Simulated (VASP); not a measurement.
# Ti (Im-3m) in VASP: notebook

Runs on Ti. Level: PBE. Tasks: single point.

All numbers are computed with VASP 6.6.1; they aren't measurements. Logs are shortened: lines on timing, memory, paths and dates and some standing lists are left out, and cuts for length are marked.

**1. The cell of the first run**

It takes space group Im-3m (No. 229, cubic). The conventional cell has a = 3.282 Å, b = 3.282 Å, c = 3.282 Å, α = 90.00°, β = 90.00°, γ = 90.00°. Within 3.7 Å of Ti (site symmetry m-3m) lie 14 Ti at 2.84 to 3.28 Å.

**2. Single point, PBE**

INCAR reads:

```
PREC     = Accurate       # precision mode
ENCUT    = 500            # plane-wave cutoff, eV
EDIFF    = 1E-6           # SCF threshold, eV
ISMEAR   = 0              # smearing method
SIGMA    = 0.011          # smearing width, eV
LREAL    = F              # projectors in reciprocal space
LASPH    = T              # aspherical terms in the spheres
NELM     = 120            # most SCF steps
ALGO     = Normal         # electronic algorithm
ISIF     = 2              # what is computed and relaxed
LWAVE    = F              # write WAVECAR
LCHARG   = F              # write CHGCAR
GGA      = PE             # functional
NBANDS   = 12             # bands
GGA_COMPAT= F
```

KPOINTS reads:

```
regular mesh
0
Gamma
  11 11 11
```

POSCAR reads:

```
Ti
1.0
   -1.6410000000      1.6410000000      1.6410000000
    1.6410000000     -1.6410000000      1.6410000000
    1.6410000000      1.6410000000     -1.6410000000
Ti
1
Direct
    0.0000000000      0.0000000000      0.0000000000
```

Potentials or basis: VASP PAW PBE potentials, release 64 (Ti_sv).

Started as:

```bash
$ cat potpaw_PBE.64/Ti_sv/POTCAR > POTCAR
$ mpirun -np 1 vasp_std > vasp.out
```

OUTCAR:

```text
PREC = Accurate
   ENCUT = 500
   EDIFF = 1E-6
   ISMEAR = 0
   LREAL = F
   LASPH = T
   NELM = 120
   ISIF = 2
   GGA = PE

 ion  position               nearest neighbor table
   1  0.000  0.000  0.000-

  LATTYP: Found a body centered cubic cell.
 ALAT       =     3.2820000000

  Lattice vectors:

 A1 = (  -1.6410000000,   1.6410000000,   1.6410000000)
 A2 = (   1.6410000000,  -1.6410000000,   1.6410000000)
 A3 = (   1.6410000000,   1.6410000000,  -1.6410000000)

Analysis of symmetry for initial positions (statically):
=====================================================================
 Subroutine PRICEL returns:
 Original cell was already a primitive cell.

 Routine SETGRP: Setting up the symmetry group for a
 body centered cubic supercell.

 Subroutine GETGRP returns: Found 48 space group operations
[... 9 lines left out ...]

 Routine SETGRP: Setting up the symmetry group for a
 body centered cubic supercell.

 Subroutine GETGRP returns: Found 48 space group operations
[... 11 lines left out ...]
                                     Primitive cell

  volume of cell :      17.6761

  direct lattice vectors                    reciprocal lattice vectors
    -1.641000000  1.641000000  1.641000000     0.000000000  0.304692261  0.304692261
     1.641000000 -1.641000000  1.641000000     0.304692261  0.000000000  0.304692261
     1.641000000  1.641000000 -1.641000000     0.304692261  0.304692261  0.000000000

  length of vectors
     2.842295375  2.842295375  2.842295375     0.430899928  0.430899928  0.430899928

  position of ions in fractional coordinates (direct lattice)
     0.000000000  0.000000000  0.000000000

  ion indices of the primitive-cell ions
   primitive index   ion index
                 1           1

----------------------------------------------------------------------------------------

 KPOINTS: regular mesh

Automatic generation of k-mesh.
 Grid dimensions read from file:
 generate k-points for:   11   11   11

 Generating k-lattice:

  Cartesian coordinates                     Fractional coordinates (reciprocal lattice)
     0.000000000  0.027699296  0.027699296     0.090909091  0.000000000  0.000000000
     0.027699296  0.000000000  0.027699296     0.000000000  0.090909091  0.000000000
     0.027699296  0.027699296  0.000000000     0.000000000  0.000000000  0.090909091

  Length of vectors
     0.039172721  0.039172721  0.039172721

  Shift w.r.t. Gamma in fractional coordinates (k-lattice)
     0.000000000  0.000000000  0.000000000

 Subroutine IBZKPT returns following result:
 ===========================================

 Found     56 irreducible k-points:

 Following reciprocal coordinates:
            Coordinates               Weight
  0.000000  0.000000  0.000000      1.000000
  0.090909  0.000000  0.000000     12.000000
  0.181818  0.000000  0.000000     12.000000
  0.272727  0.000000  0.000000     12.000000
  0.363636  0.000000  0.000000     12.000000
  0.454545  0.000000  0.000000     12.000000
[... 16 lines left out ...]
  0.272727  0.181818  0.090909     48.000000
  0.363636  0.181818  0.090909     24.000000
 [... further k-points ...]
   k-points           NKPTS =     56   k-points in BZ     NKDIM =     56   number of bands    NBANDS=     12
   number of dos      NEDOS =    301   number of ions     NIONS =      1
   total plane-waves  NPLWV =  13824
   dimension x,y,z NGX =    24 NGY =   24 NGZ =   24
   dimension x,y,z NGXF=    48 NGYF=   48 NGZF=   48
   ions per type =               1
   NGX,Y,Z   is equivalent  to a cutoff of  14.04, 14.04, 14.04 a.u.
   NGXF,Y,Z  is equivalent  to a cutoff of  28.08, 28.08, 28.08 a.u.
 SYSTEM =  unknown system
   PREC   = accura    normal or accurate (medium, high low for compatibility)
   ISTART =      0    job   : 0-new  1-cont  2-samecut
   ICHARG =      2    charge: 1-file 2-atom 10-const
   ISPIN  =      1    spin polarized calculation?
   LNONCOLLINEAR =      F non collinear calculations
   LSORBIT =      F    spin-orbit coupling
   LASPH  =      T    aspherical Exc in radial PAW
   ENCUT  =  500.0 eV  36.75 Ry    6.06 a.u.   5.18  5.18  5.18*2*pi/ulx,y,z
   NELM   =    120;   NELMIN=  2; NELMDL= -5     # of ELM steps
   EDIFF  = 0.1E-05   stopping-criterion for ELM
   LREAL  =      F    real-space projection
   EDIFFG = 0.1E-04   stopping-criterion for IOM
   NSW    =      0    number of steps for IOM
   IBRION =     -1    ionic relax: 0-MD 1-quasi-New 2-CG
   NFREE  =      0    steps in history (QN), initial steepest desc. (CG)
   ISIF   =      2    stress and relaxation
   ISYM   =      2    0-nonsym 1-usesym 2-fastsym
   POTIM  = 0.5000    time-step for ionic-motion
   TEBEG  =    0.0;   TEEND  =   0.0 temperature during run
   PSTRESS=    0.0 pullay stress
   NELECT =      12.0000    total number of electrons
   NUPDOWN=      -1.0000    fix difference up-down
   EMIN   =  10.00;   EMAX   =-10.00  energy-range for DOS
   EFERMI =   0.00;   METHOD = LEGACY
   ISMEAR =     0;   SIGMA  =   0.01  broadening in eV -4-tet -1-fermi 0-gaus
   EFERMI_NEDOS =   21; number of points for ismear=-14 and -15
   IALGO  =     38    algorithm
   IMIX   =      4    mixing-type and parameters
     AMIX     =   0.40;   BMIX     =  1.00
     AMIX_MAG =   1.60;   BMIX_MAG =  1.00
  volume/ion in A,a.u.               =      17.68       119.28
  Fermi-wavevector in a.u.,A,eV,Ry     =   1.438821  2.718977 28.166848  2.070205
  Thomas-Fermi vector in A             =   2.557745
   LORBIT       =      0    0 simple, 1 ext, 2 COOP (PROOUT), +10 PAW based schemes
   GGA     = PE    functional components
   LHFCALC =     F    Hartree Fock is set to
   AEXX    =    0.0000 exact exchange contribution
   IVDW    =     0    specifies the selected vdW correction
   LEPSILON=     F    determine dielectric tensor
   LRPA    =     F    only Hartree local field effects (RPA)
 non-spin polarized calculation
 Gauss-broadening in eV      SIGMA  =   0.01
  energy-cutoff  :      500.00
  volume of cell :       17.68
 maximum number of plane-waves:       460
 NGX is ok and might be reduce to    24
   NGX = 11   NGY = 11   NGZ = 11

 number of electron      12.0000001 magnetization

 Free energy of the ion-electron system (eV)
  ---------------------------------------------------
  ext. energy  EPLUGINS =         0.00000000
  ---------------------------------------------------
  free energy    TOTEN  =        -7.71564589 eV

  energy without entropy =       -7.71526051  energy(sigma->0) =       -7.71545320

 E-fermi :   7.9010     XC(G=0): -11.4084

 val. band max:        7.8936683923   @ k =  -0.3636  -0.4545   0.0909
 cond. band min:       7.9038069116   @ k =   0.1818   0.0909   0.0909
 fundamental gap:      0.0101385193
 Fermi energy:         7.9009887482

 k-point     1 :       0.0000    0.0000    0.0000
  band No.  band energies     occupation
      1     -48.6371      2.00000
      2     -24.5147      2.00000
      3     -24.5147      2.00000
      4     -24.5147      2.00000
      5       1.9909      2.00000
      6       8.8932      0.00000
      7       8.8932      0.00000
      8       8.8932      0.00000
      9      10.6134      0.00000
     10      10.6134      0.00000
     11      25.1903      0.00000
     12      25.1903      0.00000

 k-point     2 :       0.0909    0.0000    0.0000
  band No.  band energies     occupation
      1     -48.6275      2.00000
      2     -24.5671      2.00000
      3     -24.5309      2.00000
      4     -24.5150      2.00000
      5       2.2673      2.00000
      6       8.7696      0.00000
      7       8.8527      0.00000
      8       9.0926      0.00000
      9      10.4787      0.00000
     10      10.6215      0.00000
     11      24.7193      0.00000
     12      25.1263      0.00000

 k-point     3 :       0.1818    0.0000    0.0000
  band No.  band energies     occupation
      1     -48.6016      2.00000
      2     -24.7058      2.00000
      3     -24.5741      2.00000
      4     -24.5158      2.00000
      5       3.0443      2.00000
      6       8.4544      0.00000
      7       8.6376      0.00000
      8       9.6597      0.00000
      9      10.3072      0.00000
     10      10.6572      0.00000
     11      23.2028      0.00000
     12      24.4739      0.00000

 k-point     4 :       0.2727    0.0000    0.0000
  band No.  band energies     occupation
      1     -48.5676      2.00000
      2     -24.8839      2.00000
      3     -24.6303      2.00000
      4     -24.5169      2.00000
      5       4.1325      2.00000
      6       8.0726      0.00000
      7       8.2929      0.00000
      8      10.3638      0.00000
      9      10.4921      0.00000
     10      10.7362      0.00000
     11      20.8675      0.00000
     12      23.1801      0.00000

 k-point     5 :       0.3636    0.0000    0.0000
  band No.  band energies     occupation
      1     -48.5361      2.00000
      2     -25.0440      2.00000
      3     -24.6814      2.00000
      4     -24.5179      2.00000
      5       5.0910      2.00000
      6       7.7476      2.00000
      7       8.3110      0.00000
      8      10.5249      0.00000
      9      10.8450      0.00000
     10      11.3864      0.00000
     11      18.4408      0.00000
     12      21.9749      0.00000
[... 228 lines left out ...]
      1     -48.6181      2.00000
      2     -24.5846      2.00000
      3     -24.5473      2.00000
      4     -24.5473      2.00000
      5       2.5371      2.00000
      6       8.8525      0.00000
      7       8.8525      0.00000
      8       9.0947      0.00000
      9      10.1507      0.00000
     10      10.7791      0.00000
     11      24.2211      0.00000
     12      25.5542      0.00000

 k-point    22 :       0.1818    0.1818    0.0909
  band No.  band energies     occupation
      1     -48.5337      2.00000
      2     -25.0030      2.00000
      3     -24.6718      2.00000
      4     -24.5962      2.00000
      5       5.6454      2.00000
      6       7.5187      2.00000
      7       7.6349      2.00000
      8      10.6198      0.00000
      9      10.8570      0.00000
     10      12.2518      0.00000
     11      19.8572      0.00000
     12      20.0389      0.00000

 k-point    23 :       0.2727    0.1818    0.0909
  band No.  band energies     occupation
      1     -48.5154      2.00000
      2     -25.0331      2.00000
      3     -24.7551      2.00000
      4     -24.6112      2.00000
      5       6.3672      2.00000
      6       7.3671      2.00000
      7       7.6825      2.00000
      8      10.7313      0.00000
      9      10.9521      0.00000
     10      13.3778      0.00000
     11      17.5920      0.00000
     12      19.1698      0.00000

 k-point    24 :       0.3636    0.1818    0.0909
  band No.  band energies     occupation
      1     -48.5085      2.00000
      2     -25.0346      2.00000
      3     -24.7973      2.00000
      4     -24.6153      2.00000
      5       6.4767      2.00000
      6       7.3344      2.00000
      7       7.9341      0.00002
      8      10.7900      0.00000
      9      10.9791      0.00000
     10      14.1161      0.00000
     11      16.3292      0.00000
     12      18.8650      0.00000

 [... further k-points ...]
[... 5 lines left out ...]
  --------------------------------------------------------------------------------------
  -------------------------------------------------------------------------------------
  Total       -0.3517306     -0.3517306     -0.3517306     -0.0000000     -0.0000000      0.0000000
  in kB      -31.8812233    -31.8812233    -31.8812233     -0.0000000     -0.0000000      0.0000000
  external PRESSURE =     -31.8812233 kB  Pullay stress =       0.0000000 kB

 VOLUME and BASIS-vectors are now :
 -----------------------------------------------------------------------------
  energy-cutoff  :      500.00
  volume of cell :       17.68
      direct lattice vectors                 reciprocal lattice vectors
    -1.641000000  1.641000000  1.641000000     0.000000000  0.304692261  0.304692261
     1.641000000 -1.641000000  1.641000000     0.304692261  0.000000000  0.304692261
     1.641000000  1.641000000 -1.641000000     0.304692261  0.304692261  0.000000000

 POSITION                                       TOTAL-FORCE (eV/Angst)
 -----------------------------------------------------------------------------------
      0.00000      0.00000      0.00000        -0.000000      0.000000     -0.000000
 -----------------------------------------------------------------------------------
    total drift:                                0.000000      0.000000      0.000000

  FREE ENERGIE OF THE ION-ELECTRON SYSTEM (eV)
  ---------------------------------------------------
  free  energy   TOTEN  =        -7.7156458867 eV

  energy  without entropy=       -7.7152605071  energy(sigma->0) =       -7.71545320
```

Run time: 7.5 s. Hardware: 1 thread of Intel Xeon 6975P-C, shared host; peak memory 0.14 GiB.

What came out:

```
Free energy            : -7.7156 eV
Pressure               : -3.2 GPa
Band gap on the k mesh : zero (band 6 reaches 8.90 eV, above the bottom of band 7 at 7.33 eV)
```

**3. Single point, PBE (volume scaled by 0.94)**

INCAR reads:

```
SYSTEM = Ti
PREC = Accurate
ENCUT = 520
EDIFF = 1E-7
ISMEAR = -1
SIGMA = 0.05
LREAL = .False.
LASPH = .True.
NELM = 80
ALGO = Normal
ISIF = 2
LWAVE = .False.
LCHARG = .False.
GGA = PE
NBANDS = 12
```

KPOINTS reads:

```
regular mesh
0
Gamma
  11 11 11
  0 0 0
```

POSCAR reads:

```
Ti
1.0
   -1.6075008044      1.6075008044      1.6075008044
    1.6075008044     -1.6075008044      1.6075008044
    1.6075008044      1.6075008044     -1.6075008044
Ti
1
Direct
    0.0000000000      0.0000000000      0.0000000000
```

Potentials or basis: VASP PAW PBE potentials, release 64 (Ti_sv).

Started as:

```bash
$ cat potpaw_PBE.64/Ti_sv/POTCAR > POTCAR
$ mpirun -np 1 vasp_std > vasp.out
```

Run time: 12 s. Hardware: 1 thread of Intel Xeon 8259CL, shared host; peak memory 0.14 GiB.

Results (log left out):

```
Free energy            : -7.7263 eV
Pressure               : 3.9 GPa
Band gap on the k mesh : zero (band 6 reaches 9.60 eV, above the bottom of band 7 at 7.92 eV)
```

Levels at points of the mesh, in eV from the Fermi level:
```
           k point  band 4  band 5  band 6  band 7  band 8  band 9
(0.00, 0.00, 0.00)  -32.23   -6.04    1.04    1.04    1.04    2.90
```

(Part 1 of 2 ends here.)
